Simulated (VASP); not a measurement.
# KI in VASP: settings compared

KI is run at these levels: PBE, r2SCAN, HSE06; tasks: single point.

Everything below comes from runs of VASP 6.6.1. Logs are shortened: lines on timing, memory, paths and dates and some standing lists are left out, and cuts for length are marked.

### 1 The cell of the first run

The structure is tetragonal, space group I4/mmm (No. 139). The conventional cell has a = 5.033 Å, b = 5.033 Å, c = 7.076 Å, α = 90.00°, β = 90.00°, γ = 90.00°. K (site symmetry 4/mmm) has 6 I at 3.54 to 3.56 Å within 4.6 Å. I (site symmetry 4/mmm) has 6 K at 3.54 to 3.56 Å within 4.6 Å.

### 2 Single point, PBE (epitaxial xy strain +0.4%)

The input, INCAR:

```
ALGO = Normal
EDIFF = 1E-6
ENCUT = 520
GGA = PE
ISIF = 2
ISMEAR = -1
LASPH = True
LCHARG = False
LREAL = False
LWAVE = False
NBANDS = 15
NELM = 100
PREC = Accurate
SIGMA = 0.02
```

The input, KPOINTS:

```
k-points
0
Gamma
  6 6 6
```

The input, POSCAR:

```
KI
1.0
    0.0000000000      3.5591710221      3.5378454877
    3.5591710221      0.0000000000      3.5378454877
    3.5591710221      3.5591710221      0.0000000000
K I
1 1
Direct
    0.0000000000      0.0000000000      0.0000000000
    0.5000000000      0.5000000000      0.5000000000
```

Potentials or basis: VASP PAW PBE potentials, release 64 (K_sv, I).

Run with:

```
$ cat potpaw_PBE.64/K_sv/POTCAR potpaw_PBE.64/I/POTCAR > POTCAR
$ mpirun -np 1 vasp_std > vasp.out
```

OUTCAR:

```text
EDIFF = 1E-6
   ENCUT = 520
   GGA = PE
   ISIF = 2
   ISMEAR = -1
   LASPH = True
   LREAL = False
   NELM = 100
   PREC = Accurate

 ion  position               nearest neighbor table
   1  0.000  0.000  0.000-   2 3.54   2 3.54   2 3.56   2 3.56   2 3.56   2 3.56
   2  0.500  0.500  0.500-   1 3.54   1 3.54   1 3.56   1 3.56   1 3.56   1 3.56

  LATTYP: Found a body centered tetragonal cell.
 ALAT       =     5.0334279303
 C/A-ratio  =     1.4057399993

  Lattice vectors:

 A1 = (   0.0000000000,  -3.5591710221,  -3.5378454877)
 A2 = (   0.0000000000,   3.5591710221,  -3.5378454877)
 A3 = (   3.5591710221,   0.0000000000,   3.5378454877)

Analysis of symmetry for initial positions (statically):
=====================================================================
 Subroutine PRICEL returns:
 Original cell was already a primitive cell.

 Routine SETGRP: Setting up the symmetry group for a
 body centered tetragonal supercell.

 Subroutine GETGRP returns: Found 16 space group operations
 (whereof 16 operations were pure point group operations)
 out of a pool of 16 trial point group operations.

The static configuration has the point symmetry D_4h.

Analysis of symmetry for dynamics (positions and initial velocities):
=====================================================================
 Subroutine PRICEL returns:
 Original cell was already a primitive cell.

 Routine SETGRP: Setting up the symmetry group for a
 body centered tetragonal supercell.

 Subroutine GETGRP returns: Found 16 space group operations
 (whereof 16 operations were pure point group operations)
 out of a pool of 16 trial point group operations.

The dynamic configuration has the point symmetry D_4h.

 Subroutine INISYM returns: Found 16 space group operations
 (whereof 16 operations are pure point group operations),
 and found     1 'primitive' translations

----------------------------------------------------------------------------------------

                                     Primitive cell

  volume of cell :      89.6327

  direct lattice vectors                    reciprocal lattice vectors
     0.000000000  3.559171022  3.537845488    -0.140482151  0.140482151  0.141328953
     3.559171022  0.000000000  3.537845488     0.140482151 -0.140482151  0.141328953
     3.559171022  3.559171022  0.000000000     0.140482151  0.140482151 -0.141328953

  length of vectors
     5.018371156  5.018371156  5.033427930     0.243812105  0.243812105  0.243812105

[... 85 lines left out ...]
   NFREE  =      0    steps in history (QN), initial steepest desc. (CG)
   ISIF   =      2    stress and relaxation
   ISYM   =      2    0-nonsym 1-usesym 2-fastsym
   POTIM  = 0.5000    time-step for ionic-motion
   TEBEG  =    0.0;   TEEND  =   0.0 temperature during run
   PSTRESS=    0.0 pullay stress
   NELECT =      16.0000    total number of electrons
   NUPDOWN=      -1.0000    fix difference up-down
   EMIN   =  10.00;   EMAX   =-10.00  energy-range for DOS
   EFERMI =   0.00;   METHOD = LEGACY
   ISMEAR =    -1;   SIGMA  =   0.02  broadening in eV -4-tet -1-fermi 0-gaus
   EFERMI_NEDOS =   21; number of points for ismear=-14 and -15
   IALGO  =     38    algorithm
   IMIX   =      4    mixing-type and parameters
     AMIX     =   0.40;   BMIX     =  1.00
     AMIX_MAG =   1.60;   BMIX_MAG =  1.00
  volume/ion in A,a.u.               =      44.82       302.44
  Fermi-wavevector in a.u.,A,eV,Ry     =   0.921777  1.741906 11.560506  0.849673
  Thomas-Fermi vector in A             =   2.047231
   LORBIT       =      0    0 simple, 1 ext, 2 COOP (PROOUT), +10 PAW based schemes
   GGA     = PE    functional components
   LHFCALC =     F    Hartree Fock is set to
   AEXX    =    0.0000 exact exchange contribution
   IVDW    =     0    specifies the selected vdW correction
   LEPSILON=     F    determine dielectric tensor
   LRPA    =     F    only Hartree local field effects (RPA)
 non-spin polarized calculation
  energy-cutoff  :      520.00
  volume of cell :       89.63
 maximum number of plane-waves:      2434
 NGX is ok and might be reduce to    40
   NGX = 19   NGY = 19   NGZ = 19

 number of electron      15.9999999 magnetization

 Free energy of the ion-electron system (eV)
  ---------------------------------------------------
  ext. energy  EPLUGINS =         0.00000000
  ---------------------------------------------------
  free energy    TOTEN  =        -5.56091760 eV

  energy without entropy =       -5.56091760  energy(sigma->0) =       -5.56091760

 E-fermi :  -0.0803     XC(G=0):  -7.1143

 val. band max:       -0.4988156869   @ k =   0.0000   0.0000   0.0000
 cond. band min:       3.4254240484   @ k =   0.0000   0.0000   0.0000
 fundamental gap:      3.9242397352
 Fermi energy:        -0.0802812387

 k-point     1 :       0.0000    0.0000    0.0000
  band No.  band energies     occupation
      1     -29.0305      2.00000
      2     -12.5161      2.00000
      3     -12.5161      2.00000
      4     -12.5161      2.00000
      5     -10.9776      2.00000
      6      -0.4998      2.00000
      7      -0.4998      2.00000
      8      -0.4988      2.00000
      9       3.4254      0.00000
     10       5.9917      0.00000
     11       5.9917      0.00000
     12       6.0272      0.00000
     13       6.6981      0.00000
     14       6.7217      0.00000
[... 401 lines left out ...]
      2     -12.5720      2.00000
      3     -12.5394      2.00000
      4     -12.5292      2.00000
      5     -10.8101      2.00000
      6      -1.4403      2.00000
      7      -1.0035      2.00000
      8      -0.8460      2.00000
      9       4.8502      0.00000
     10       5.6812      0.00000
     11       7.1857      0.00000
     12       7.6709      0.00000
     13       8.3470      0.00000
     14       8.7829      0.00000
     15       9.2437      0.00000

 [... further k-points ...]
[... 5 lines left out ...]
  --------------------------------------------------------------------------------------
  -------------------------------------------------------------------------------------
  Total        0.2016847      0.2016847      0.2853545      0.0000000     -0.0000000      0.0000000
  in kB        3.6050972      3.6050972      5.1006881      0.0000000     -0.0000000      0.0000000
  external PRESSURE =       4.1036275 kB  Pullay stress =       0.0000000 kB

 VOLUME and BASIS-vectors are now :
 -----------------------------------------------------------------------------
  energy-cutoff  :      520.00
  volume of cell :       89.63
      direct lattice vectors                 reciprocal lattice vectors
     0.000000000  3.559171022  3.537845488    -0.140482151  0.140482151  0.141328953
     3.559171022  0.000000000  3.537845488     0.140482151 -0.140482151  0.141328953
     3.559171022  3.559171022  0.000000000     0.140482151  0.140482151 -0.141328953

 POSITION                                       TOTAL-FORCE (eV/Angst)
 -----------------------------------------------------------------------------------
      0.00000      0.00000      0.00000        -0.000000      0.000000      0.000000
      3.55917      3.55917      3.53785         0.000000     -0.000000      0.000000
 -----------------------------------------------------------------------------------
    total drift:                                0.000000     -0.000000     -0.000000

  FREE ENERGIE OF THE ION-ELECTRON SYSTEM (eV)
  ---------------------------------------------------
  free  energy   TOTEN  =        -5.5609175980 eV

  energy  without entropy=       -5.5609175980  energy(sigma->0) =       -5.56091760
```

OSZICAR:

```text
N       E                     dE             d eps       ncg     rms          rms(c)
DAV:   1     0.901149808847E+02    0.90115E+02   -0.65073E+03   900   0.912E+02
DAV:   2    -0.150677709871E-02   -0.90116E+02   -0.84786E+02  1145   0.211E+02
DAV:   3    -0.542840580027E+01   -0.54269E+01   -0.54068E+01  1284   0.451E+01
DAV:   4    -0.564291184067E+01   -0.21451E+00   -0.21446E+00  1439   0.801E+00
DAV:   5    -0.564450164045E+01   -0.15898E-02   -0.15898E-02  1267   0.755E-01    0.296E+00
DAV:   6    -0.555924042347E+01    0.85261E-01   -0.96248E-02  1194   0.178E+00    0.212E+00
DAV:   7    -0.555485679681E+01    0.43836E-02   -0.11409E-01  1229   0.168E+00    0.785E-01
DAV:   8    -0.556027352597E+01   -0.54167E-02   -0.12200E-02   936   0.708E-01    0.130E-01
DAV:   9    -0.556075622804E+01   -0.48270E-03   -0.99676E-04  1250   0.181E-01    0.771E-02
DAV:  10    -0.556086904427E+01   -0.11282E-03   -0.12055E-04  1096   0.597E-02    0.211E-02
DAV:  11    -0.556091774897E+01   -0.48705E-04   -0.62992E-05  1026   0.464E-02    0.186E-02
DAV:  12    -0.556091759798E+01    0.15099E-06   -0.27024E-06  1242   0.126E-02
   1 F= -.55609176E+01 E0= -.55609176E+01  d E =-.106882E-10
```

stdout:

```text
POSCAR found type information on POSCAR K I
 POSCAR found :  2 types and       2 ions
 scaLAPACK will be used
 LDA part: xc-table for (Slater+PW92), standard interpolation
 POSCAR, INCAR and KPOINTS ok, starting setup
 FFT: planning ... GRIDC
 FFT: planning ... GRID_SOFT
 FFT: planning ... GRID
 WAVECAR not read
 entering main loop
```

It took 36 s on 1 thread of Intel Xeon Platinum 8488C (Sapphire Rapids), shared host; peak memory 0.24 GiB.

What came out:

- Free energy: -5.5609 eV
- Pressure: 0.4 GPa
- Band gap on the k mesh: 3.92 eV, direct

Caveat: the cell differs from its parent crystal (epitaxial xy strain +0.4%); spin-orbit coupling is left out, which moves the levels of the heavy elements.

### 3 Single point, r2SCAN (epitaxial xy strain +0.4%)

POSCAR is that of step 2.

The input, INCAR.step1:

```
SYSTEM = KI
  ALGO = Normal
  EDIFF = 1E-4
  ENCUT = 520
  GGA = PE
  ISMEAR = 0
  LASPH = .True.
  LCHARG = .False.
  LREAL = .False.
  LWAVE = .True.
  NBANDS = 15
  NELM = 80
  PREC = Accurate
  SIGMA = 0.01
```

The input, INCAR.step2:

```
SYSTEM = KI
  ALGO = Normal
  EDIFF = 1E-6
  ENCUT = 520
  ISIF = 2
  ISMEAR = 0
  ISTART = 1
  LASPH = .True.
  LCHARG = .False.
  LMIXTAU = .True.
  LREAL = .False.
  LWAVE = .False.
  METAGGA = R2SCAN
  NBANDS = 15
  NELM = 80
  PREC = Accurate
  SIGMA = 0.01
```

The input, KPOINTS:

```
k-points
0
Gamma
  6 6 6
  0 0 0
```

Potentials or basis: VASP PAW PBE potentials, release 64 (K_sv, I).

Run with:

```
$ cat potpaw_PBE.64/K_sv/POTCAR potpaw_PBE.64/I/POTCAR > POTCAR
$ cp INCAR.step1 INCAR
$ mpirun -np 1 vasp_std > vasp.out
$ cp INCAR.step2 INCAR
$ mpirun -np 1 vasp_std > vasp.out
```

OUTCAR:

```text
SYSTEM = KI
   EDIFF = 1E-6
   ENCUT = 520
   ISIF = 2
   ISMEAR = 0
   ISTART = 1
   LASPH = .True.
   LREAL = .False.
   METAGGA = R2SCAN
   NELM = 80
   PREC = Accurate

 ion  position               nearest neighbor table
   1  0.000  0.000  0.000-   2 3.54   2 3.54   2 3.56   2 3.56   2 3.56   2 3.56
   2  0.500  0.500  0.500-   1 3.54   1 3.54   1 3.56   1 3.56   1 3.56   1 3.56

  LATTYP: Found a body centered tetragonal cell.
 ALAT       =     5.0334279303
 C/A-ratio  =     1.4057399993

  Lattice vectors:

 A1 = (   0.0000000000,  -3.5591710221,  -3.5378454877)
 A2 = (   0.0000000000,   3.5591710221,  -3.5378454877)
[... 611 lines left out ...]
     12       8.0641      0.00000
     13       8.7747      0.00000
     14       9.1771      0.00000
     15       9.6746      0.00000

 [... further k-points ...]
[... 5 lines left out ...]
  --------------------------------------------------------------------------------------
  -------------------------------------------------------------------------------------
  Total       -0.0623878     -0.0623878      0.0278095      0.0000000     -0.0000000      0.0000000
  in kB       -1.1151762     -1.1151762      0.4970928      0.0000000     -0.0000000      0.0000000
  external PRESSURE =      -0.5777532 kB  Pullay stress =       0.0000000 kB

 VOLUME and BASIS-vectors are now :
 -----------------------------------------------------------------------------
  energy-cutoff  :      520.00
  volume of cell :       89.63
      direct lattice vectors                 reciprocal lattice vectors
     0.000000000  3.559171022  3.537845488    -0.140482151  0.140482151  0.141328953
     3.559171022  0.000000000  3.537845488     0.140482151 -0.140482151  0.141328953
     3.559171022  3.559171022  0.000000000     0.140482151  0.140482151 -0.141328953

 POSITION                                       TOTAL-FORCE (eV/Angst)
 -----------------------------------------------------------------------------------
      0.00000      0.00000      0.00000        -0.000000      0.000000     -0.000000
      3.55917      3.55917      3.53785         0.000000     -0.000000      0.000000
 -----------------------------------------------------------------------------------
    total drift:                                0.000000     -0.000000     -0.000000

  FREE ENERGIE OF THE ION-ELECTRON SYSTEM (eV)
  ---------------------------------------------------
  free  energy   TOTEN  =       -33.9841652843 eV

  energy  without entropy=      -33.9841652843  energy(sigma->0) =      -33.98416528
```

OSZICAR.step1:

```text
N       E                     dE             d eps       ncg     rms          rms(c)
DAV:   1     0.901153150001E+02    0.90115E+02   -0.65073E+03   900   0.912E+02
DAV:   2    -0.150677709507E-02   -0.90117E+02   -0.84786E+02  1145   0.211E+02
DAV:   3    -0.542840580028E+01   -0.54269E+01   -0.54068E+01  1284   0.451E+01
DAV:   4    -0.564291184067E+01   -0.21451E+00   -0.21446E+00  1439   0.801E+00
DAV:   5    -0.564450164045E+01   -0.15898E-02   -0.15898E-02  1267   0.755E-01    0.296E+00
DAV:   6    -0.555924042346E+01    0.85261E-01   -0.96248E-02  1194   0.178E+00    0.212E+00
DAV:   7    -0.555485679678E+01    0.43836E-02   -0.11409E-01  1229   0.168E+00    0.785E-01
DAV:   8    -0.556027352593E+01   -0.54167E-02   -0.12200E-02   936   0.708E-01    0.130E-01
DAV:   9    -0.556075622806E+01   -0.48270E-03   -0.99676E-04  1250   0.181E-01    0.771E-02
DAV:  10    -0.556086858511E+01   -0.11236E-03   -0.11596E-04   936   0.597E-02    0.211E-02
DAV:  11    -0.556091738259E+01   -0.48797E-04   -0.62778E-05   842   0.471E-02
   1 F= -.55609174E+01 E0= -.55609174E+01  d E =-.477468E-14
```

Run time: 2.3 min. Hardware: 1 thread of Intel Xeon Platinum 8488C (Sapphire Rapids), shared host; peak memory 0.26 GiB.

What came out:

```yaml
Free_energy: -33.9842 eV
Pressure: -0.1 GPa
Band_gap_on_the_k_mesh: 4.57 eV, direct
```

Stress tensor (GPa, compression positive):
```
-0.11  0.00  0.00
 0.00 -0.11  0.00
 0.00  0.00  0.05
```

Caveat: the cell differs from its parent crystal (epitaxial xy strain +0.4%); the PAW data sets were made with another functional, which shifts forces and pressure a little; spin-orbit coupling is left out, which moves the levels of the heavy elements.

(Part 1 of 2 ends here.)
